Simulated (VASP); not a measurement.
# C (Fd-3m) in VASP: a series of runs, part 2 of 2

VASP 6.6.1. Earlier steps stand in the parts before.

### Step 4. Vibrations by perturbation theory, LDA (5.40 Å³/atom)

This run uses another cell than the first one, of 5.40 Å³/atom.

Input file INCAR:

```
PREC = Accurate
ENCUT = 520
EDIFF = 1E-8
ISMEAR = 0
SIGMA = 0.01
LREAL = F
LASPH = T
NELM = 80
ALGO = Normal
ISIF = 2
LWAVE = F
LCHARG = F
IBRION = 8
NSW = 1
LEPSILON = T
```

Input file KPOINTS:

```
Automatic mesh
0
Gamma
  12 12 12
```

Input file POSCAR:

```
C
1.0
    0.0000000000      1.7540168978      1.7540168978
    1.7540168978      0.0000000000      1.7540168978
    1.7540168978      1.7540168978      0.0000000000
C
2
Direct
    0.5000000000      0.5000000000      0.5000000000
    0.7500000000      0.7500000000      0.7500000000
```

Potentials or basis: VASP PAW LDA potentials, release 64 (C).

Launch:

```bash
$ cat potpaw_LDA.64/C/POTCAR > POTCAR
$ mpirun -np 1 vasp_std > vasp.out
```

OUTCAR:

```text
PREC = Accurate
   ENCUT = 520
   EDIFF = 1E-8
   ISMEAR = 0
   LREAL = F
   LASPH = T
   NELM = 80
   ISIF = 2
   IBRION = 8
   NSW = 1
   LEPSILON = T

 ion  position               nearest neighbor table
   1  0.500  0.500  0.500-   2 1.52   2 1.52   2 1.52   2 1.52
   2  0.750  0.750  0.750-   1 1.52   1 1.52   1 1.52   1 1.52

  LATTYP: Found a face centered cubic cell.
 ALAT       =     3.5080337956

  Lattice vectors:

 A1 = (   0.0000000000,   1.7540168978,   1.7540168978)
 A2 = (   1.7540168978,   0.0000000000,   1.7540168978)
 A3 = (   1.7540168978,   1.7540168978,   0.0000000000)

Analysis of symmetry for initial positions (statically):
=====================================================================
 Subroutine PRICEL returns:
 Original cell was already a primitive cell.

 Routine SETGRP: Setting up the symmetry group for a
 face centered cubic supercell.

 Subroutine GETGRP returns: Found 48 space group operations
 (whereof 24 operations were pure point group operations)
 out of a pool of 48 trial point group operations.

The static configuration has the point symmetry T_d .
 The point group associated with its full space group is O_h .

Analysis of symmetry for dynamics (positions and initial velocities):
=====================================================================
 Subroutine PRICEL returns:
 Original cell was already a primitive cell.

 Routine SETGRP: Setting up the symmetry group for a
 face centered cubic supercell.

 Subroutine GETGRP returns: Found 48 space group operations
 (whereof 24 operations were pure point group operations)
 out of a pool of 48 trial point group operations.

The dynamic configuration has the point symmetry T_d .
 The point group associated with its full space group is O_h .

 Subroutine INISYM returns: Found 48 space group operations
 (whereof 24 operations are pure point group operations),
 and found     1 'primitive' translations

----------------------------------------------------------------------------------------

                                     Primitive cell

  volume of cell :      10.7927

  direct lattice vectors                    reciprocal lattice vectors
     0.000000000  1.754016898  1.754016898    -0.285059968  0.285059968  0.285059968
     1.754016898  0.000000000  1.754016898     0.285059968 -0.285059968  0.285059968
[... 452 lines left out ...]
------------------------ aborting loop because EDIFF is reached ----------------------------------------

 PIEZOELECTRIC TENSOR FIELD DIRECTION 3  (e Angst)
 -----------------------------------------------------------------------------
    -0.00010 -0.00000  0.00000           ( -0.00000  0.00000  0.00000)
    -0.00000 -0.00010  0.00000           (  0.00000 -0.00000  0.00000)
     0.00000  0.00000 -0.00023           (  0.00000  0.00000 -0.00001)

 PIEZOELECTRIC TENSOR FIELD DIRECTION 3  (C/m^2)
 -----------------------------------------------------------------------------
    -0.00015 -0.00000  0.00000
    -0.00000 -0.00015  0.00000
     0.00000  0.00000 -0.00034

--------------------------------------- Ionic step        4  -------------------------------------------

 Free energy of the ion-electron system (eV)
  ---------------------------------------------------
  ---------------------------------------------------
  free energy    TOTEN  =        -0.11191919 eV

  energy without entropy =       -0.11191919

------------------------ aborting loop because EDIFF is reached ----------------------------------------

 INTERNAL STRAIN TENSOR  FOR ION    1  DIRECTION 1   (eV/Angst):
 -----------------------------------------------------------------------------
     0.00547  0.00000  0.00000
     0.00000 -0.00224  5.46177
     0.00000  5.46177 -0.00224

 MACROSCOPIC STATIC DIELECTRIC TENSOR (including local field effects in DFT)
 ------------------------------------------------------
           5.735491    -0.000000    -0.000000
           0.000000     5.735491    -0.000000
           0.000000     0.000000     5.735491
 ------------------------------------------------------

 PIEZOELECTRIC TENSOR (including local field effects)  for field in x, y, z        (e  Angst)
          XX          YY          ZZ          XY          YZ          ZX
  --------------------------------------------------------------------------------
  x    -0.00000     0.00000     0.00000     0.00000     0.00000     0.00000
  y     0.00000     0.00000    -0.00000     0.00000     0.00000     0.00000
  z     0.00000     0.00000     0.00000     0.00000     0.00000     0.00000

 PIEZOELECTRIC TENSOR (including local field effects)  for field in x, y, z        (C/m^2)
          XX          YY          ZZ          XY          YZ          ZX
  --------------------------------------------------------------------------------
  x    -0.00000     0.00000     0.00000     0.00000     0.00000     0.00000
  y     0.00000     0.00000    -0.00000     0.00000     0.00000     0.00000
  z     0.00000     0.00000     0.00000     0.00000     0.00000     0.00000

 BORN EFFECTIVE CHARGES (including local field effects) (in |e|, cummulative output)
 ---------------------------------------------------------------------------------
 ion    1
    1     0.00000     0.00000     0.00000
    2     0.00000     0.00000     0.00000
    3     0.00000    -0.00000     0.00000
 ion    2
    1    -0.00000     0.00000     0.00000
    2     0.00000    -0.00000     0.00000
    3     0.00000     0.00000    -0.00000

 INTERNAL STRAIN TENSOR FOR ION    2 for displacements in x,y,z  (eV/Angst):
          X           Y           Z          XY          YZ          ZX
  --------------------------------------------------------------------------------
  x     0.00000    -0.00000     0.00000     0.00000    -5.46177     0.00000
  y     0.00000    -0.00000    -0.00000     0.00000     0.00000    -5.46177
  z    -0.00000     0.00000     0.00000    -5.46177     0.00000     0.00000

 SECOND DERIVATIVES (NOT SYMMETRIZED)
 ------------------------------------
               1X          1Y          1Z          2X          2Y          2Z
  1X   -40.438551    0.000000    0.000000   40.438551    0.000000    0.000000
  1Y     0.000000  -40.438551    0.000000    0.000000   40.438551    0.000000
  1Z     0.000000    0.000000  -40.438551    0.000000    0.000000   40.438551
  2X    40.438551    0.000000    0.000000  -40.438551    0.000000    0.000000
  2Y     0.000000   40.438551    0.000000    0.000000  -40.438551    0.000000
  2Z     0.000000    0.000000   40.438551    0.000000    0.000000  -40.438551

 Eigenvectors and eigenvalues of the dynamical matrix
 ----------------------------------------------------

   1 f  =   40.567097 THz   254.890591 2PiTHz 1353.172715 cm-1   167.771959 meV
             X         Y         Z           dx          dy          dz
      1.754017  1.754017  1.754017     0.000000   -0.707107    0.000000
      2.631025  2.631025  2.631025     0.000000    0.707107    0.000000
[... 21 lines left out ...]
   6 f  =    0.000000 THz     0.000000 2PiTHz    0.000000 cm-1     0.000000 meV
             X         Y         Z           dx          dy          dz
      1.754017  1.754017  1.754017     0.000000    0.000000    0.707107
      2.631025  2.631025  2.631025     0.000000    0.000000    0.707107

--------------------------------------------------------------------------------------------------------

 MACROSCOPIC STATIC DIELECTRIC TENSOR IONIC CONTRIBUTION
 ------------------------------------------------------
           0.000000     0.000000     0.000000
           0.000000     0.000000    -0.000000
           0.000000    -0.000000     0.000000
 ------------------------------------------------------

 ELASTIC MODULI CONTR FROM IONIC RELAXATION (kBar)
 Direction    XX          YY          ZZ          XY          YZ          ZX
 --------------------------------------------------------------------------------
 XX          -0.0000      0.0000     -0.0000     -0.0000      0.0000      0.0000
 YY           0.0000     -0.0000      0.0000      0.0000     -0.0000     -0.0000
 ZZ          -0.0000      0.0000     -0.0000      0.0000      0.0000     -0.0000
 XY          -0.0000      0.0000      0.0000   -109.5093      0.0000      0.0000
 YZ           0.0000     -0.0000      0.0000      0.0000   -109.5093      0.0000
 ZX           0.0000     -0.0000     -0.0000      0.0000      0.0000   -109.5093
 --------------------------------------------------------------------------------

 PIEZOELECTRIC TENSOR IONIC CONTR  for field in x, y, z        (C/m^2)
          XX          YY          ZZ          XY          YZ          ZX
  --------------------------------------------------------------------------------
  x    -0.00000     0.00000    -0.00000     0.00000     0.00000     0.00000
  y    -0.00000     0.00000     0.00000     0.00000     0.00000     0.00000
  z     0.00000    -0.00000    -0.00000     0.00000     0.00000    -0.00000
```

OSZICAR:

```text
N       E                     dE             d eps       ncg     rms          rms(c)
DAV:   1    -0.234474691221E+01   -0.23447E+01   -0.53190E+03  1232   0.977E+02
DAV:   2    -0.210542290485E+02   -0.18709E+02   -0.18150E+02  1904   0.116E+02
DAV:   3    -0.211516745492E+02   -0.97446E-01   -0.97446E-01  1176   0.109E+01
DAV:   4    -0.211518135814E+02   -0.13903E-03   -0.13903E-03  1704   0.447E-01
[... 122 lines left out ...]
RMM:   7    -0.111919089165E+00    0.28458E-05    0.43506E-08  7383   0.508E-04    0.738E-05
RMM:   8    -0.111919418010E+00   -0.32885E-06   -0.44975E-08  7222   0.786E-05    0.164E-05
RMM:   9    -0.111919180090E+00    0.23792E-06    0.32054E-08  7555   0.289E-05    0.143E-06
RMM:  10    -0.111919186668E+00   -0.65780E-08   -0.11275E-08  6594   0.246E-06    0.405E-07
 Linear response finished
```

Run time: 86 s. Hardware: 1 thread of Intel Xeon 8259CL, shared host; peak memory 0.17 GiB.

What came out:

```yaml
Electronic_dielectric_tensor_diagonal: 5.74
Born_charges_mean_of_the_diagonal: C +0.00 e
Highest_phonon_frequency_at_Γ: 1353 cm⁻¹
```

Phonon frequencies in cm⁻¹ (negative: imaginary):
```tsv
q point	frequencies
(0.000, 0.000, 0.000)	0 0 0 1353 1353 1353
```

Electronic dielectric tensor:
```
5.74 0.00 0.00
0.00 5.74 0.00
0.00 0.00 5.74
```

Born effective charge tensors (e):
atom 1, C
```
0.00 0.00 0.00
0.00 0.00 0.00
0.00 0.00 0.00
```
atom 2, C
```
0.00 0.00 0.00
0.00 0.00 0.00
0.00 0.00 0.00
```

Caveat: the cell stands under pressure or tension, which shifts response properties.

### Step 5. Vibrations by perturbation theory, LDA (5.62 Å³/atom)

This run uses another cell than the first one, of 5.62 Å³/atom.

Input file INCAR:

```
PREC = Accurate
ENCUT = 520
EDIFF = 1E-8
ISMEAR = 0
SIGMA = 0.01
LREAL = False
LASPH = True
NELM = 60
ALGO = Normal
ISIF = 2
LWAVE = False
LCHARG = False
GGA = CA
IBRION = 8
NSW = 1
LEPSILON = True
```

Input file KPOINTS:

```
regular mesh
0
Gamma
  12 12 12
```

Input file POSCAR:

```
C
1.0
    0.0000000000      1.7775635585      1.7775635585
    1.7775635585      0.0000000000      1.7775635585
    1.7775635585      1.7775635585      0.0000000000
C
2
Direct
    0.5000000000      0.5000000000      0.5000000000
    0.7500000000      0.7500000000      0.7500000000
```

Potentials or basis: VASP PAW LDA potentials, release 64 (C).

Launch:

```bash
$ cat potpaw_LDA.64/C/POTCAR > POTCAR
$ mpirun -np 1 vasp_std > vasp.out
```

OUTCAR:

```text
PREC = Accurate
   ENCUT = 520
   EDIFF = 1E-8
   ISMEAR = 0
   LREAL = False
   LASPH = True
   NELM = 60
   ISIF = 2
   GGA = CA
   IBRION = 8
   NSW = 1
   LEPSILON = True

 ion  position               nearest neighbor table
   1  0.500  0.500  0.500-   2 1.54   2 1.54   2 1.54   2 1.54
   2  0.750  0.750  0.750-   1 1.54   1 1.54   1 1.54   1 1.54

  LATTYP: Found a face centered cubic cell.
 ALAT       =     3.5551271170

  Lattice vectors:

 A1 = (   0.0000000000,   1.7775635585,   1.7775635585)
 A2 = (   1.7775635585,   0.0000000000,   1.7775635585)
 A3 = (   1.7775635585,   1.7775635585,   0.0000000000)

Analysis of symmetry for initial positions (statically):
=====================================================================
 Subroutine PRICEL returns:
 Original cell was already a primitive cell.

 Routine SETGRP: Setting up the symmetry group for a
[... 558 lines left out ...]

 SECOND DERIVATIVES (NOT SYMMETRIZED)
 ------------------------------------
               1X          1Y          1Z          2X          2Y          2Z
  1X   -37.321407    0.000000    0.000000   37.321407    0.000000    0.000000
  1Y     0.000000  -37.321407    0.000000    0.000000   37.321407    0.000000
  1Z     0.000000    0.000000  -37.321407    0.000000    0.000000   37.321407
  2X    37.321407    0.000000    0.000000  -37.321407    0.000000    0.000000
  2Y     0.000000   37.321407    0.000000    0.000000  -37.321407    0.000000
  2Z     0.000000    0.000000   37.321407    0.000000    0.000000  -37.321407

 Eigenvectors and eigenvalues of the dynamical matrix
 ----------------------------------------------------

   1 f  =   38.972220 THz   244.869680 2PiTHz 1299.973329 cm-1   161.176079 meV
             X         Y         Z           dx          dy          dz
      1.777564  1.777564  1.777564     0.000000   -0.707107    0.000000
      2.666345  2.666345  2.666345     0.000000    0.707107    0.000000
[... 21 lines left out ...]
   6 f  =    0.000000 THz     0.000000 2PiTHz    0.000000 cm-1     0.000000 meV
             X         Y         Z           dx          dy          dz
      1.777564  1.777564  1.777564     0.000000    0.000000    0.707107
      2.666345  2.666345  2.666345     0.000000    0.000000    0.707107

--------------------------------------------------------------------------------------------------------

 MACROSCOPIC STATIC DIELECTRIC TENSOR IONIC CONTRIBUTION
 ------------------------------------------------------
           0.000000    -0.000000     0.000000
          -0.000000     0.000000     0.000000
           0.000000     0.000000     0.000000
 ------------------------------------------------------

 ELASTIC MODULI CONTR FROM IONIC RELAXATION (kBar)
 Direction    XX          YY          ZZ          XY          YZ          ZX
 --------------------------------------------------------------------------------
 XX          -0.0000     -0.0000     -0.0000     -0.0000     -0.0000      0.0000
 YY          -0.0000     -0.0000     -0.0000     -0.0000     -0.0000     -0.0000
 ZZ          -0.0000     -0.0000     -0.0000     -0.0000     -0.0000      0.0000
 XY          -0.0000     -0.0000     -0.0000    -38.7035      0.0000      0.0000
 YZ          -0.0000     -0.0000     -0.0000      0.0000    -38.7035      0.0000
 ZX           0.0000     -0.0000      0.0000      0.0000      0.0000    -38.7035
 --------------------------------------------------------------------------------

 PIEZOELECTRIC TENSOR IONIC CONTR  for field in x, y, z        (C/m^2)
          XX          YY          ZZ          XY          YZ          ZX
  --------------------------------------------------------------------------------
  x    -0.00000    -0.00000    -0.00000    -0.00000    -0.00000     0.00000
  y     0.00000    -0.00000     0.00000     0.00000     0.00000    -0.00000
  z    -0.00000    -0.00000    -0.00000    -0.00000    -0.00000    -0.00000
```

It took 99 s on 1 thread of Intel Xeon 8259CL, shared host; peak memory 0.18 GiB.

Results:

```
Electronic dielectric tensor (diagonal) : 5.79
Born charges (mean of the diagonal)     : C +0.00 e
Highest phonon frequency at Γ           : 1300 cm⁻¹
```

Phonon frequencies in cm⁻¹ (negative: imaginary):
```csv
q point,frequencies
"(0.000, 0.000, 0.000)",0 0 0 1300 1300 1300
```

Electronic dielectric tensor:
```
5.79 0.00 0.00
0.00 5.79 0.00
0.00 0.00 5.79
```

Born effective charge tensors (e):
atom 1, C
```
0.00 0.00 0.00
0.00 0.00 0.00
0.00 0.00 0.00
```
atom 2, C
```
0.00 0.00 0.00
0.00 0.00 0.00
0.00 0.00 0.00
```

Caveat: the cell stands under pressure or tension, which shifts response properties.
